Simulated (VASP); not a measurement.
# SnTe (rocksalt type) (Fm-3m) in VASP: a series of runs

Runs on SnTe (rocksalt type). Level: PBE. Tasks: single point, relaxation of cell and atoms.

Everything below comes from runs of VASP 6.6.1. Logs are shortened: lines on timing, memory, paths and dates and some standing lists are left out, and cuts for length are marked.

### 1 The cell of the first run

Symmetry: Fm-3m, No. 225, cubic system. The conventional cell has a = 5.467 Å, b = 5.467 Å, c = 5.467 Å, α = 90.00°, β = 90.00°, γ = 90.00°. Sn (site symmetry m-3m) has 6 Te at 2.73 Å within 3.6 Å. Te (site symmetry m-3m) has 6 Sn at 2.73 Å within 3.6 Å.

### 2 Single point, PBE

Contents of INCAR:

```
PREC     = Accurate       # precision mode
ENCUT    = 520            # plane-wave cutoff, eV
EDIFF    = 1E-6           # SCF threshold, eV
ISMEAR   = -1             # smearing method
SIGMA    = 0.08           # smearing width, eV
LREAL    = False          # projectors in reciprocal space
LASPH    = True           # aspherical terms in the spheres
NELM     = 80             # most SCF steps
ALGO     = Normal         # electronic algorithm
ISIF     = 2              # what is computed and relaxed
LWAVE    = False          # write WAVECAR
LCHARG   = True           # write CHGCAR
GGA      = PE             # functional
LELF     = True           # ELF
LVHAR    = True         
NBANDS   = 17             # bands
```

Contents of KPOINTS:

```
Automatic mesh
0
Gamma
  13 13 13
```

Contents of POSCAR:

```
SnTe
1.0
    0.0000000000      2.7333847399      2.7333847399
    2.7333847399      0.0000000000      2.7333847399
    2.7333847399      2.7333847399      0.0000000000
Sn Te
1 1
Direct
    0.0000000000      0.0000000000      0.0000000000
    0.5000000000      0.5000000000      0.5000000000
```

Potentials or basis: VASP PAW PBE potentials, release 64 (Sn_d, Te).

Command:

```bash
$ cat potpaw_PBE.64/Sn_d/POTCAR potpaw_PBE.64/Te/POTCAR > POTCAR
$ mpirun -np 1 vasp_std > vasp.out
```

OUTCAR:

```text
PREC = Accurate
   ENCUT = 520
   EDIFF = 1E-6
   ISMEAR = -1
   LREAL = False
   LASPH = True
   NELM = 80
   ISIF = 2
   GGA = PE

 ion  position               nearest neighbor table
   1  0.000  0.000  0.000-   2 2.73   2 2.73   2 2.73   2 2.73   2 2.73   2 2.73
   2  0.500  0.500  0.500-   1 2.73   1 2.73   1 2.73   1 2.73   1 2.73   1 2.73

  LATTYP: Found a face centered cubic cell.
 ALAT       =     5.4667694798

  Lattice vectors:

 A1 = (   0.0000000000,   2.7333847399,   2.7333847399)
 A2 = (   2.7333847399,   0.0000000000,   2.7333847399)
 A3 = (   2.7333847399,   2.7333847399,   0.0000000000)

Analysis of symmetry for initial positions (statically):
=====================================================================
 Subroutine PRICEL returns:
 Original cell was already a primitive cell.

 Routine SETGRP: Setting up the symmetry group for a
 face centered cubic supercell.

 Subroutine GETGRP returns: Found 48 space group operations
 (whereof 48 operations were pure point group operations)
 out of a pool of 48 trial point group operations.

The static configuration has the point symmetry O_h .

Analysis of symmetry for dynamics (positions and initial velocities):
=====================================================================
 Subroutine PRICEL returns:
 Original cell was already a primitive cell.

 Routine SETGRP: Setting up the symmetry group for a
 face centered cubic supercell.

 Subroutine GETGRP returns: Found 48 space group operations
 (whereof 48 operations were pure point group operations)
 out of a pool of 48 trial point group operations.

The dynamic configuration has the point symmetry O_h .

 Subroutine INISYM returns: Found 48 space group operations
 (whereof 48 operations are pure point group operations),
 and found     1 'primitive' translations

----------------------------------------------------------------------------------------

                                     Primitive cell

  volume of cell :      40.8444

  direct lattice vectors                    reciprocal lattice vectors
     0.000000000  2.733384740  2.733384740    -0.182923389  0.182923389  0.182923389
     2.733384740  0.000000000  2.733384740     0.182923389 -0.182923389  0.182923389
     2.733384740  2.733384740  0.000000000     0.182923389  0.182923389 -0.182923389

  length of vectors
     3.865589770  3.865589770  3.865589770     0.316832604  0.316832604  0.316832604

  position of ions in fractional coordinates (direct lattice)
     0.000000000  0.000000000  0.000000000
     0.500000000  0.500000000  0.500000000

  ion indices of the primitive-cell ions
   primitive index   ion index
                 1           1
                 2           2

----------------------------------------------------------------------------------------

 KPOINTS: Automatic mesh

Automatic generation of k-mesh.
 Grid dimensions read from file:
 generate k-points for:   13   13   13

 Generating k-lattice:

  Cartesian coordinates                     Fractional coordinates (reciprocal lattice)
    -0.014071030  0.014071030  0.014071030     0.076923077  0.000000000  0.000000000
     0.014071030 -0.014071030  0.014071030     0.000000000  0.076923077  0.000000000
     0.014071030  0.014071030 -0.014071030     0.000000000  0.000000000  0.076923077

  Length of vectors
     0.024371739  0.024371739  0.024371739

  Shift w.r.t. Gamma in fractional coordinates (k-lattice)
     0.000000000  0.000000000  0.000000000

 Subroutine IBZKPT returns following result:
 ===========================================

 Found     84 irreducible k-points:

 Following reciprocal coordinates:
            Coordinates               Weight
  0.000000  0.000000  0.000000      1.000000
  0.076923  0.000000  0.000000      8.000000
  0.153846  0.000000  0.000000      8.000000
  0.230769  0.000000  0.000000      8.000000
  0.307692  0.000000  0.000000      8.000000
  0.384615  0.000000  0.000000      8.000000
[... 16 lines left out ...]
  0.384615  0.153846  0.000000     24.000000
  0.461538  0.153846  0.000000     24.000000
 [... further k-points ...]
   k-points           NKPTS =     84   k-points in BZ     NKDIM =     84   number of bands    NBANDS=     17
   number of dos      NEDOS =    301   number of ions     NIONS =      2
   total plane-waves  NPLWV =  27000
   dimension x,y,z NGX =    30 NGY =   30 NGZ =   30
   dimension x,y,z NGXF=    60 NGYF=   60 NGZF=   60
   ions per type =               1   1
   NGX,Y,Z   is equivalent  to a cutoff of  12.90, 12.90, 12.90 a.u.
   NGXF,Y,Z  is equivalent  to a cutoff of  25.80, 25.80, 25.80 a.u.
 SYSTEM =  unknown system
   PREC   = accura    normal or accurate (medium, high low for compatibility)
   ISTART =      0    job   : 0-new  1-cont  2-samecut
   ICHARG =      2    charge: 1-file 2-atom 10-const
   ISPIN  =      1    spin polarized calculation?
   LNONCOLLINEAR =      F non collinear calculations
   LSORBIT =      F    spin-orbit coupling
   LASPH  =      T    aspherical Exc in radial PAW
   ENCUT  =  520.0 eV  38.22 Ry    6.18 a.u.   7.19  7.19  7.19*2*pi/ulx,y,z
   NELM   =     80;   NELMIN=  2; NELMDL= -5     # of ELM steps
   EDIFF  = 0.1E-05   stopping-criterion for ELM
   LREAL  =      F    real-space projection
   EDIFFG = 0.1E-04   stopping-criterion for IOM
   NSW    =      0    number of steps for IOM
   IBRION =     -1    ionic relax: 0-MD 1-quasi-New 2-CG
   NFREE  =      0    steps in history (QN), initial steepest desc. (CG)
   ISIF   =      2    stress and relaxation
   ISYM   =      2    0-nonsym 1-usesym 2-fastsym
   POTIM  = 0.5000    time-step for ionic-motion
   TEBEG  =    0.0;   TEEND  =   0.0 temperature during run
   PSTRESS=    0.0 pullay stress
   NELECT =      20.0000    total number of electrons
   NUPDOWN=      -1.0000    fix difference up-down
   EMIN   =  10.00;   EMAX   =-10.00  energy-range for DOS
   EFERMI =   0.00;   METHOD = LEGACY
   ISMEAR =    -1;   SIGMA  =   0.08  broadening in eV -4-tet -1-fermi 0-gaus
   EFERMI_NEDOS =   21; number of points for ismear=-14 and -15
   IALGO  =     38    algorithm
   IMIX   =      4    mixing-type and parameters
     AMIX     =   0.40;   BMIX     =  1.00
     AMIX_MAG =   1.60;   BMIX_MAG =  1.00
  volume/ion in A,a.u.               =      20.42       137.82
  Fermi-wavevector in a.u.,A,eV,Ry     =   1.290350  2.438407 22.653729  1.665002
  Thomas-Fermi vector in A             =   2.422187
   LORBIT       =      0    0 simple, 1 ext, 2 COOP (PROOUT), +10 PAW based schemes
   GGA     = PE    functional components
   LHFCALC =     F    Hartree Fock is set to
   AEXX    =    0.0000 exact exchange contribution
   IVDW    =     0    specifies the selected vdW correction
   LEPSILON=     F    determine dielectric tensor
   LRPA    =     F    only Hartree local field effects (RPA)
 non-spin polarized calculation
  energy-cutoff  :      520.00
  volume of cell :       40.84
 maximum number of plane-waves:      1113
 NGX is ok and might be reduce to    30
   NGX = 15   NGY = 15   NGZ = 15

 number of electron      19.9999992 magnetization

 Free energy of the ion-electron system (eV)
  ---------------------------------------------------
  ext. energy  EPLUGINS =         0.00000000
  ---------------------------------------------------
  free energy    TOTEN  =        -4.77148572 eV

  energy without entropy =       -4.75696260  energy(sigma->0) =       -4.76422416

 E-fermi :  13.4936     XC(G=0): -11.5415

 val. band max:       13.4885194563   @ k =   0.2308   0.0000   0.0000
 cond. band min:      13.5228478792   @ k =   0.2308   0.1538   0.0769
 fundamental gap:      0.0343284229
 Fermi energy:        13.4935606239

 k-point     1 :       0.0000    0.0000    0.0000
  band No.  band energies     occupation
      1      -9.0767      2.00000
      2      -9.0767      2.00000
      3      -9.0300      2.00000
      4      -9.0300      2.00000
      5      -9.0300      2.00000
      6      -3.3486      2.00000
[... 9 lines left out ...]
     16      17.6960      0.00000
     17      18.6674      0.00000

 k-point     2 :       0.0769    0.0000    0.0000
  band No.  band energies     occupation
      1      -9.0790      2.00000
      2      -9.0790      2.00000
      3      -9.0300      2.00000
      4      -9.0282      2.00000
      5      -9.0282      2.00000
      6      -3.2628      2.00000
[... 9 lines left out ...]
     16      17.6541      0.00000
     17      19.5404      0.00000

 k-point     3 :       0.1538    0.0000    0.0000
  band No.  band energies     occupation
      1      -9.0858      2.00000
      2      -9.0858      2.00000
      3      -9.0300      2.00000
      4      -9.0227      2.00000
      5      -9.0227      2.00000
      6      -3.0070      2.00000
[... 9 lines left out ...]
     16      18.1029      0.00000
     17      21.2275      0.00000

 k-point     4 :       0.2308    0.0000    0.0000
  band No.  band energies     occupation
      1      -9.0960      2.00000
      2      -9.0960      2.00000
      3      -9.0303      2.00000
      4      -9.0141      2.00000
      5      -9.0141      2.00000
      6      -2.5877      2.00000
[... 9 lines left out ...]
     16      18.8483      0.00000
     17      23.2946      0.00000
[... 343 lines left out ...]
      1      -9.1340      2.00000
      2      -9.0791      2.00000
      3      -9.0365      2.00000
      4      -9.0062      2.00000
      5      -9.0007      2.00000
      6      -2.1009      2.00000
[... 9 lines left out ...]
     16      20.9495      0.00000
     17      23.5764      0.00000

 k-point    23 :       0.3846    0.1538    0.0000
  band No.  band energies     occupation
      1      -9.1432      2.00000
      2      -9.0900      2.00000
      3      -9.0334      2.00000
      4      -9.0019      2.00000
      5      -8.9923      2.00000
      6      -1.4994      2.00000
[... 9 lines left out ...]
     16      22.0886      0.00000
     17      25.0244      0.00000

 k-point    24 :       0.4615    0.1538    0.0000
  band No.  band energies     occupation
      1      -9.1465      2.00000
      2      -9.1015      2.00000
      3      -9.0294      2.00000
      4      -8.9991      2.00000
      5      -8.9874      2.00000
      6      -0.8519      2.00000
[... 9 lines left out ...]
     16      23.4261      0.00000
     17      24.0654      0.00000

 [... further k-points ...]
[... 5 lines left out ...]
  --------------------------------------------------------------------------------------
  -------------------------------------------------------------------------------------
  Total       14.0443543     14.0443543     14.0443543      0.0000000      0.0000000     -0.0000000
  in kB      550.9092534    550.9092534    550.9092534      0.0000000      0.0000000     -0.0000000
  external PRESSURE =     550.9092534 kB  Pullay stress =       0.0000000 kB

 VOLUME and BASIS-vectors are now :
 -----------------------------------------------------------------------------
  energy-cutoff  :      520.00
  volume of cell :       40.84
      direct lattice vectors                 reciprocal lattice vectors
     0.000000000  2.733384740  2.733384740    -0.182923389  0.182923389  0.182923389
     2.733384740  0.000000000  2.733384740     0.182923389 -0.182923389  0.182923389
     2.733384740  2.733384740  0.000000000     0.182923389  0.182923389 -0.182923389

 POSITION                                       TOTAL-FORCE (eV/Angst)
 -----------------------------------------------------------------------------------
      0.00000      0.00000      0.00000         0.000000      0.000000      0.000000
      2.73338      2.73338      2.73338        -0.000000     -0.000000     -0.000000
 -----------------------------------------------------------------------------------
    total drift:                               -0.000000      0.000000      0.000000

  FREE ENERGIE OF THE ION-ELECTRON SYSTEM (eV)
  ---------------------------------------------------
  free  energy   TOTEN  =        -4.7714857201 eV

  energy  without entropy=       -4.7569626050  energy(sigma->0) =       -4.76422416
```

It took 24 s on 1 thread of Intel Xeon 6975P-C (Granite Rapids), shared host; peak memory 0.21 GiB.

What came out:

| Property | Result |
| --- | --- |
| Free energy | -4.7715 eV |
| Pressure | 55.1 GPa |

Levels at points of the mesh, in eV from the Fermi level:
```csv
k point,band 7,band 8,band 9,band 10,band 11,band 12,band 13,band 14
"(0.00, 0.00, 0.00)",-3.39,-3.39,-3.39,-2.08,3.91,3.91,3.91,4.20
```

Caveat: this odd mesh misses L, so gap, dielectric constants and Born charges aren't listed; the cell stands under pressure; spin-orbit coupling is left out, which moves the levels of the heavy elements.

### 3 Single point, PBE

This run uses another cell than the first one, of 32.90 Å³/atom.

Contents of INCAR:

```
PREC = Accurate ; ENCUT = 520
EDIFF = 1E-6 ; ISMEAR = -1
SIGMA = 0.08 ; LREAL = F
LASPH = T ; NELM = 80
ALGO = Normal ; ISIF = 2
LWAVE = F ; LCHARG = F
GGA = PE ; NBANDS = 17
```

Contents of KPOINTS:

```
Automatic mesh
0
Gamma
  12 12 12
```

Contents of POSCAR:

```
SnTe
1.0
    0.0000000000      3.2042192900      3.2042192900
    3.2042192900      0.0000000000      3.2042192900
    3.2042192900      3.2042192900      0.0000000000
Sn Te
1 1
Direct
    0.0000000000      0.0000000000      0.0000000000
    0.5000000000      0.5000000000      0.5000000000
```

Potentials or basis: VASP PAW PBE potentials, release 64 (Sn_d, Te).

Command:

```bash
$ cat potpaw_PBE.64/Sn_d/POTCAR potpaw_PBE.64/Te/POTCAR > POTCAR
$ mpirun -np 1 vasp_std > vasp.out
```

Run time: 27 s. Hardware: 1 thread of Intel Xeon 6975P-C (Granite Rapids), shared host; peak memory 0.25 GiB.

The run converged. Its results:

```yaml
Free_energy: -7.5659 eV
Pressure: 0.0 GPa
Band_gap_on_the_k_mesh: 0.05 eV
```

Levels at points of the mesh, in eV from the valence-band top:
```csv
k point,band 8,band 9,band 10,band 11,band 12,band 13
"(0.00, 0.00, 0.00)",-2.00,-2.00,-2.00,3.25,3.25,3.25
"(0.50, 0.00, 0.00)",-1.68,-1.68,0.00,0.05,0.45,0.45
"(0.50, 0.50, 0.00)",-5.22,-3.50,-3.50,2.38,4.69,4.69
```

Caveat: spin-orbit coupling is left out, which moves the levels of the heavy elements.

### 4 Relaxation of cell and atoms, PBE, target pressure 55 GPa, at which the enthalpy is minimised

Contents of INCAR:

```
PREC = Accurate
ENCUT = 600
EDIFF = 1E-6
ISMEAR = -1
SIGMA = 0.08
LREAL = F
LASPH = T
NELM = 100
ALGO = Normal
ISIF = 3
LWAVE = F
LCHARG = F
GGA = PE
IBRION = 2
NSW = 60
EDIFFG = -0.005
PSTRESS = 550.0
```

Contents of KPOINTS:

```
regular mesh
0
Gamma
  13 13 13
```

Contents of POSCAR:

```
SnTe
1.0
    0.0000000000      2.7322438712      2.7322438712
    2.7322438712      0.0000000000      2.7322438712
    2.7322438712      2.7322438712      0.0000000000
Sn Te
1 1
Direct
    0.0000000000      0.0000000000      0.0000000000
    0.5000000000      0.5000000000      0.5000000000
```

Command:

```bash
$ cat potpaw_PBE.64/Sn_d/POTCAR potpaw_PBE.64/Te/POTCAR > POTCAR
$ mpirun -np 1 vasp_std > vasp.out
```

Run time: 38 s. Hardware: 1 thread of Intel Xeon 6975P-C (Granite Rapids), shared host; peak memory 0.22 GiB.

The run converged. Its results:

| Property | Result |
| --- | --- |
| Free energy | -4.7777 eV |
| Relaxed volume | 20.43 Å³/atom |
| Relaxed cell | a = 3.866 Å, b = 3.866 Å, c = 3.866 Å, α = 60.00°, β = 60.00°, γ = 60.00° |
| Space group after relaxing (to 0.1 Å) | Fm-3m (No. 225) |
| Energy change on relaxing (the run minimises the enthalpy) | -11.8 meV/atom |
| Ionic steps | 3 |
| Pressure after relaxing | 55.0 GPa |

Step by step:
```csv
step,energy change (eV),largest force (eV/Å),pressure (GPa),volume (Å³)
1,0.0000,0.0000,55.43,40.79
2,-0.1089,0.0000,53.55,41.11
3,-0.0237,0.0000,55.00,40.86
```

Final structure:
```
CELL_PARAMETERS angstrom
0.00000 2.73378 2.73378
2.73378 0.00000 2.73378
2.73378 2.73378 0.00000
ATOMIC_POSITIONS crystal
Sn 0.00000 0.00000 0.00000
Te 0.50000 0.50000 0.50000
```

Levels at points of the mesh, in eV from the Fermi level:
```tsv
k point	band 7	band 8	band 9	band 10	band 11	band 12	band 13	band 14
(0.00, 0.00, 0.00)	-3.38	-3.38	-3.38	-2.09	3.91	3.91	3.91	4.20
```

Caveat: this odd mesh misses L, so gap, dielectric constants and Born charges aren't listed; the cell is relaxed towards a set pressure, so the run minimises the enthalpy, not the energy; spin-orbit coupling is left out, which moves the levels of the heavy elements.

### 5 Summary

```csv
task,cell,k mesh,cutoff (eV),pressure (GPa)
single point,"a = 3.866 Å, angles 60.0°, 2 atoms",13 × 13 × 13,520,55.1
single point,"a = 4.531 Å, angles 60.0°, 2 atoms",12 × 12 × 12,520,0.0
relaxation of cell and atoms,"relaxed to 55 GPa from a = 3.864 Å, angles 60.0°, 2 atoms",13 × 13 × 13,600,55.0
```

Alike in all rows: level PBE; potentials or basis VASP PAW PBE potentials, release 64 (Sn_d, Te); no spin polarisation; smearing fermi-dirac 0.08 eV.

Caveats: spin-orbit coupling is left out, which moves the levels of the heavy elements; the cell stands under pressure (at least some runs); the cell is relaxed towards a set pressure, so the run minimises the enthalpy, not the energy (at least some runs).

Total energies depend on the potentials used, so only differences within one code and one set of settings carry meaning.
